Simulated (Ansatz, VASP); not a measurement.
# ZrS2: VASP beside Ansatz

POSCAR

```
ZrS2
1.0
    3.6743619272      0.0000000000      0.0000000000
   -1.8371809636      3.1820907716      0.0000000000
    0.0000000000      0.0000000000      5.8571358081
Zr S
1 2
Direct
    0.0000000000      0.0000000000      0.0000000000
    0.6666666667      0.3333333333      0.7537648223
    0.3333333333      0.6666666667      0.2462351777
```

Contents of INCAR.step1:

```
  PREC = Accurate
  ENCUT = 400
  EDIFF = 1E-5
  ISMEAR = 0
  SIGMA = 0.01
  LREAL = False
  LASPH = True
  NELM = 120
  ALGO = Normal
  ISIF = 2
  LWAVE = True
  NBANDS = 19
  GGA = PE
  GGA_COMPAT = False
```

Contents of INCAR.step2:

```
  PREC = Accurate
  ENCUT = 400
  EDIFF = 1E-6
  ISMEAR = 0
  SIGMA = 0.01
  LREAL = False
  LASPH = True
  NELM = 120
  ALGO = Normal
  ISIF = 2
  LWAVE = False
  LCHARG = True
  GGA = PE
  LHFCALC = True
  AEXX = 0.75
  HFSCREEN = 0.2078
  PRECFOCK = Normal
  LELF = True
  LVHAR = True
  NBANDS = 19
  ISTART = 1
  GGA_COMPAT = False
```

KPOINTS

```
regular mesh
0
Gamma
  6 6 2
```

Input for Ansatz:

```yaml
crystal:
  lattice:
    - [3.6743619272, 0.0, 0.0]
    - [-1.8371809636, 3.1820907716, 0.0]
    - [0.0, 0.0, 5.8571358081]
  atoms:
    - { symbol: Zr, position: [0.0, 0.0, 0.0] }
    - { symbol: S, position: [0.6666666667, 0.3333333333, 0.7537648223] }
    - { symbol: S, position: [0.3333333333, 0.6666666667, 0.2462351777] }
kpoints:
  mp_grid: { grid: [6, 6, 2] }
hamiltonian:
  xc:
    exchange: pbe
    correlation: pbe
    exx: { coeff: 0.75, omega: 0.2078 }
scf:
  occupations: { method: fixed }
  n_extra_bands: 4
output:
  forces: true
  stress: true
  eigenvalues: true
```

Alike in both runs: task single point; functional PBE-based screened hybrid with a share of 0.75 of exact exchange and HFSCREEN = 0.2078; k mesh 6 × 6 × 2; no spin polarisation.

|  | VASP | Ansatz |
| --- | --- | --- |
| version | VASP 6.6.1 | Ansatz 0.2.0 |
| potentials or method | VASP PAW PBE potentials, release 64 (Zr_sv, S) | plane waves |
| plane-wave cutoff (eV) | 400 | 420 |
| occupations | gaussian, width 0.01 eV | fixed |
| valence electrons in the cell | 24 | 24 |

```csv
,VASP,Ansatz,Ansatz less VASP
gap on the k mesh at the Fermi level (eV),3.60,3.60,+0.007
pressure (GPa),-2.1,-1.9,+0.25
"traceless stress, the component that is largest in VASP (GPa)",-0.06,-0.03,+0.038
rms of the force components (eV/Å),0.261,0.257,-0.0041
```

VASP's potentials were made for PBE, not for PBE-based screened hybrid. Atom by atom the forces differ by 0.004 eV/Å (rms over components). Ansatz's warnings: stress exchange threshold loose, stress scf threshold loose.

The k mesh is coarse, so the values compare programs but aren't converged.
